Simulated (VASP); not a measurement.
Ru, 2 atoms in the cell. Symmetry: P6_3/mmc, No. 194, hexagonal system. Conventional cell: a = 2.706 Å, b = 2.706 Å, c = 4.282 Å, α = 90.00°, β = 90.00°, γ = 120.00°. Ru (site symmetry -6m2) has 12 Ru at 2.65 to 2.71 Å within 3.5 Å. 

* Program: VASP 6.6.1
* Task: relaxation of cell and atoms
* Functional: LDA
* Potentials or basis: VASP PAW LDA potentials, release 64 (Ru_pv)
* Cutoff: 600 eV
* k mesh: 9 × 9 × 6
* Occupations: gaussian, width 0.1 eV
* Spin: no spin polarisation
* Dipole correction: no
* Further INCAR settings: ALGO = Normal; EDIFF = 1e-06; IBRION = 2; EDIFFG = -0.05; NSW = 100; ISIF = 3

Potentials or basis: VASP PAW LDA potentials, release 64 (Ru_pv).

Command:

```sh
$ cat potpaw_LDA.64/Ru_pv/POTCAR > POTCAR
$ mpirun -np 1 vasp_std > vasp.out
```

Hardware: 1 thread of AMD EPYC 9R45 (Zen 5), on a shared host.

Question: How long does it take, and how much memory?

Answer: It took 35 s on 1 thread of AMD EPYC 9R45 (Zen 5), with other jobs on the host, peak memory 0.13 GiB. Counts: scf iterations 33, k points 48, ion steps 4.
